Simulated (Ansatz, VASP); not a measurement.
One calculation of Al2O3, two programs

```
Al O
1.0
     2.46003    1.42030    4.17712
    -2.46003    1.42030    4.17712
     0.00000   -2.84059    4.17712
Al O
4 6
Cartesian
  0.0000 0.0000 10.7739
  0.0000 0.0000 8.0232
  0.0000 0.0000 1.7575
  0.0000 0.0000 4.5082
  -0.9537 -1.4203 5.2214
  1.7069 -0.1158 5.2214
  -0.7532 1.5361 5.2214
  0.9537 1.4203 7.3100
  -1.7069 0.1158 7.3100
  0.7532 -1.5361 7.3100
```

Alike in both runs: task single point; functional PBE; k mesh 6 × 6 × 6; occupations gaussian, width 0.05 eV; no spin polarisation.

|  | VASP | Ansatz |
| --- | --- | --- |
| version | VASP 6.6.1 | Ansatz 0.2.0 |
| potentials or method | VASP PAW PBE potentials, release 64 (Al, O), cutoff 520 eV | scalar-relativistic, plane waves, PAW |
| valence electrons in the cell | 48 | 48 |

Ansatz gave:

* gap on the k mesh at the Fermi level (eV): 5.02
* least direct gap on the mesh (eV): 5.02
* pressure (GPa): -0.1
* traceless stress, the component that is largest in VASP (GPa): 12.23
* rms of the force components (eV/Å): 0.394

What did VASP give for the same quantities?

gap on the k mesh at the Fermi level (eV): 5.01; least direct gap on the mesh (eV): 5.01; pressure (GPa): -0.2; traceless stress, the component that is largest in VASP (GPa): 12.20; rms of the force components (eV/Å): 0.394.

Atom by atom the forces differ by 0.000 eV/Å (rms over components).
